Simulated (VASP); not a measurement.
ScB2N3, 6 atoms in the cell. Symmetry: R-3m, No. 166, trigonal system. The conventional cell has a = 4.533 Å, b = 4.533 Å, c = 10.752 Å, α = 90.00°, β = 90.00°, γ = 120.00°. Sc (site symmetry -3m) has 6 N at 2.22 Å and 6 B at 2.65 Å within 2.9 Å. B (site symmetry 3m) has 9 N at 2.59 to 2.64 Å and 3 Sc at 2.65 Å and 4 B at 2.70 to 2.76 Å within 3.4 Å. N (site symmetry 2/m) has 2 Sc at 2.22 Å and 4 N at 2.27 Å and 6 B at 2.59 to 2.64 Å within 2.9 Å. 

| Property | Result |
| --- | --- |
| Program | VASP 6.6.1 |
| Task | single point |
| Functional | PBE |
| Potentials or basis | VASP PAW PBE potentials, release 64 (Sc_sv, B, N) |
| Cutoff | 520 eV |
| k mesh | 6 × 6 × 6 |
| Occupations | gaussian, width 0.1 eV |
| Spin | no spin polarisation |
| Dipole correction | no |
| Further INCAR settings | ALGO = Normal; EDIFF = 1e-06; NBANDS = 25 |

Potentials or basis: VASP PAW PBE potentials, release 64 (Sc_sv, B, N).

Command:

```bash
$ cat potpaw_PBE.64/Sc_sv/POTCAR potpaw_PBE.64/B/POTCAR potpaw_PBE.64/N/POTCAR > POTCAR
$ mpirun -np 1 vasp_std > vasp.out
```

Hardware: 1 thread of AMD EPYC 7R13 Processor (Zen 3) (shared host).

Task: Estimate the wall time of this run.

Result: Wall time 50 s on 1 thread of AMD EPYC 7R13 Processor (Zen 3), with other jobs on the host, peak memory 0.2 GiB. Counts: scf iterations 14, k points 32.
